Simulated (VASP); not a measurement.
Here is a VASP 6.6.1 calculation.

Contents of POSCAR:

```
Cd
1.0
    0.0000000000      2.2449230922      2.2449230922
    2.2449230922      0.0000000000      2.2449230922
    2.2449230922      2.2449230922      0.0000000000
Cd
1
Direct
    0.0000000000      0.0000000000      0.0000000000
```

File INCAR.step1:

```
PREC = Accurate
ENCUT = 550
ISMEAR = -1
SIGMA = 0.1
LREAL = F
LASPH = T
NELM = 120
NBANDS = 12
GGA = PE
ALGO = Normal
EDIFF = 1E-5
LWAVE = T
LCHARG = F
GGA_COMPAT = F
```

The input INCAR.step2:

```
PREC = Accurate
ENCUT = 550
EDIFF = 1E-6
ISMEAR = -1
SIGMA = 0.1
LREAL = F
LASPH = T
NELM = 120
ALGO = Normal
ISIF = 2
LWAVE = F
LCHARG = T
METAGGA = R2SCAN
LMIXTAU = T
LELF = T
LVHAR = T
NBANDS = 12
ISTART = 1
GGA_COMPAT = F
```

File KPOINTS:

```
regular mesh
0
Gamma
  14 14 14
```

Potentials or basis: VASP PAW PBE potentials, release 64 (Cd).

Command:

```bash
$ cat potpaw_PBE.64/Cd/POTCAR > POTCAR
$ cp INCAR.step1 INCAR
$ mpirun -np 1 vasp_std > vasp.out
$ cp INCAR.step2 INCAR
$ mpirun -np 1 vasp_std > vasp.out
```

**Question.** What does it give for the band gap on the k mesh?

**Answer.** Zero (bands 6 and 7 overlap by 2.79 eV).

**Question.** Predict the pressure.

**Answer.** -1.8 GPa.

Caveat: the PAW data sets were made with another functional, which shifts forces and pressure a little.
